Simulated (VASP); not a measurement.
Input of a VASP 6.6.1 run:

Contents of INCAR:

```
SYSTEM = AlN
  ALGO = Normal
  EDIFF = 1E-6
  ENCUT = 600
  GGA = CA
  GGA_COMPAT = .False.
  ISIF = 2
  ISMEAR = 0
  LASPH = .True.
  LCHARG = .True.
  LELF = .True.
  LREAL = .False.
  LVHAR = .True.
  LWAVE = .False.
  NBANDS = 11
  NELM = 120
  PREC = Accurate
  SIGMA = 0.01
```

KPOINTS

```
k-points
0
Gamma
  8 8 8
  0 0 0
```

File POSCAR:

```
AlN
1.0
    0.0000000000      1.9288050481      1.9288050481
    1.9288050481      0.0000000000      1.9288050481
    1.9288050481      1.9288050481      0.0000000000
Al N
1 1
Direct
    0.0000000000      0.0000000000      0.0000000000
    0.5000000000      0.5000000000      0.5000000000
```

Potentials or basis: VASP PAW LDA potentials, release 64 (Al, N).

Launch:

```sh
$ cat potpaw_LDA.64/Al/POTCAR potpaw_LDA.64/N/POTCAR > POTCAR
$ mpirun -np 1 vasp_std > vasp.out
```

**Question.** What does it give for the band gap on the k mesh?

**Answer.** 4.90 eV, indirect (least direct gap 7.96 eV).

**Question.** Predict the pressure.

**Answer.** 41.8 GPa.

A k mesh can miss the band edges. LDA gaps usually lie below the measured ones, often by a third to a half.
